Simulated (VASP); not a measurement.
A run of VASP 6.6.1 is set up as follows.

File INCAR:

```
SYSTEM = PbSe
PREC = Accurate
ENCUT = 520
EDIFF = 1E-6
ISMEAR = 0
SIGMA = 0.03
LREAL = .FALSE.
LASPH = .TRUE.
NELM = 80
ALGO = Normal
ISIF = 2
LWAVE = .FALSE.
LCHARG = .TRUE.
GGA = PE
IVDW = 12
LELF = .TRUE.
LVHAR = .TRUE.
NBANDS = 17
```

File KPOINTS:

```
regular mesh
0
G
  10 10 10
  0 0 0
```

The input POSCAR:

```
PbSe
1.0
    0.0000000000      3.0726546263      3.2760643626
    3.0726546263      0.0000000000      3.2760643626
    3.0726546263      3.0726546263      0.0000000000
Pb Se
1 1
Direct
    0.0000000000      0.0000000000      0.0000000000
    0.5000000000      0.5000000000      0.5000000000
```

Potentials or basis: VASP PAW PBE potentials, release 64 (Pb_d, Se).

Run with:

```console
$ cat potpaw_PBE.64/Pb_d/POTCAR potpaw_PBE.64/Se/POTCAR > POTCAR
$ mpirun -np 1 vasp_std > vasp.out
```

(1) Estimate the band gap on the k mesh.

(2) Predict the pressure.

(3) What does it give for the dispersion energy per atom?

Results:

(1) 0.43 eV.

(2) -2.3 GPa.

(3) -0.341 eV.

Caveat: the stress differs along the axes, from -6 to -1 GPa; spin-orbit coupling is left out, which moves the levels of the heavy elements.
